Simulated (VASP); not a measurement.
A run of VASP 6.6.1:

INCAR

```
  PREC = Accurate
  ENCUT = 520
  EDIFF = 1E-6
  ISMEAR = 0
  SIGMA = 0.05
  LREAL = F
  LASPH = T
  NELM = 80
  ALGO = Normal
  ISIF = 2
  LWAVE = F
  LCHARG = T
  GGA = PE
  LELF = T
  LVHAR = T
  NBANDS = 16
```

File KPOINTS:

```
Automatic mesh
0
Gamma
  8 8 8
```

The input POSCAR:

```
GaP
1.0
    0.0000000000      2.6162400000      2.6162400000
    2.6162400000      0.0000000000      2.6162400000
    2.6162400000      2.6162400000      0.0000000000
Ga P
1 1
Direct
    0.0000000000      0.0000000000      0.0000000000
    0.7500000000      0.7500000000      0.7500000000
```

Potentials or basis: VASP PAW PBE potentials, release 64 (Ga_d, P).

The run is started by

```bash
$ cat potpaw_PBE.64/Ga_d/POTCAR potpaw_PBE.64/P/POTCAR > POTCAR
$ mpirun -np 1 vasp_std > vasp.out
```

Hardware: 1 thread of AMD EPYC 7R13 Processor (Zen 3), on a shared host.

**Question.** Estimate the wall time of this run.

**Answer.** Wall time 12 s on 1 thread of AMD EPYC 7R13 Processor (Zen 3), on a shared host, peak memory 0.13 GiB. Counts: scf iterations 12, k points 29.
